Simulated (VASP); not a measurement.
A run of VASP 6.6.1 is set up as follows.

Contents of INCAR:

```
SYSTEM = InSe
ALGO     = Normal         ! electronic algorithm
EDIFF    = 1E-6           ! SCF threshold, eV
ENCUT    = 520            ! plane-wave cutoff, eV
GGA      = PE             ! functional
ISIF     = 2              ! what is computed and relaxed
ISMEAR   = 0              ! smearing method
LASPH    = .TRUE.         ! aspherical terms in the spheres
LCHARG   = .TRUE.         ! write CHGCAR
LELF     = .TRUE.         ! ELF
LREAL    = .FALSE.        ! projectors in reciprocal space
LVHAR    = .TRUE.       
LWAVE    = .FALSE.        ! write WAVECAR
NBANDS   = 27             ! bands
NELM     = 100            ! most SCF steps
PREC     = Accurate       ! precision mode
SIGMA    = 0.05           ! smearing width, eV
```

Contents of KPOINTS:

```
k-points
0
G
  10 10 6
  0 0 0
```

File POSCAR:

```
InSe
1.0
    5.7405051917     -2.0621134247     -0.1283008954
    5.7405051917      2.0621134247     -0.1283008954
   -1.6592270923      0.0000000000      5.4740392055
In Se
2 2
Direct
    0.8879406234      0.8879406234      0.0535545770
    0.1120593766      0.1120593766      0.9464454230
    0.6665866470      0.6665866470      0.6958343541
    0.3334133530      0.3334133530      0.3041656459
```

Potentials or basis: VASP PAW PBE potentials, release 64 (In_d, Se).

Launch:

```sh
$ cat potpaw_PBE.64/In_d/POTCAR potpaw_PBE.64/Se/POTCAR > POTCAR
$ mpirun -np 1 vasp_std > vasp.out
```

Task: What does it give for the pressure?

Result: 0.0 GPa.

Task: Predict the largest force.

Result: 0.012 eV/Å.

Task: What does it give for the band gap on the k mesh?

Result: 1.07 eV (least direct gap 1.14 eV).

Forces on the atoms (eV/Å):
```
In   0.010  0.000 -0.007
In  -0.010  0.000  0.007
Se   0.004  0.000 -0.009
Se  -0.004  0.000  0.009
```

Caveat: spin-orbit coupling is left out, which moves the levels of the heavy elements. A k mesh can miss the band edges.
